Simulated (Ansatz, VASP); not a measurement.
**TaN: VASP beside Ansatz**

```
CELL_PARAMETERS angstrom
2.90653 0.00000 0.00000
-1.45326 2.51713 0.00000
0.00000 0.00000 2.85162
ATOMIC_POSITIONS crystal
Ta 0.33333 0.66667 0.50000
N 0.00000 0.00000 0.00000
```

Alike in both runs: functional LDA; k mesh 18 × 18 × 14; occupations gaussian, width 0.1 eV; no spin polarisation.

Ansatz relaxed the structure, and its values are those at the end. VASP's run is a single point on that final structure, the one shown.

|  | VASP | Ansatz |
| --- | --- | --- |
| version | VASP 6.6.1 | Ansatz 0.2.0 |
| potentials or method | VASP PAW LDA potentials, release 64 (Ta_pv, N), cutoff 520 eV | scalar-relativistic, plane waves, PAW |
| valence electrons in the cell | 16 | 18 |

```tsv
	VASP	Ansatz	Ansatz less VASP
gap on the k mesh at the Fermi level (eV)	none	none	-
pressure (GPa)	2.0	0.0	-2.01
```

LDA's correlation is that of Perdew and Zunger in VASP and of Perdew and Wang (1992) in Ansatz. A gap of «none» marks a metal or a gap that the smearing closes. VASP's potentials hold 16 valence electrons a cell and Ansatz's 18, so a difference there can come from the potentials and not from the codes.

Spin-orbit coupling is off throughout.
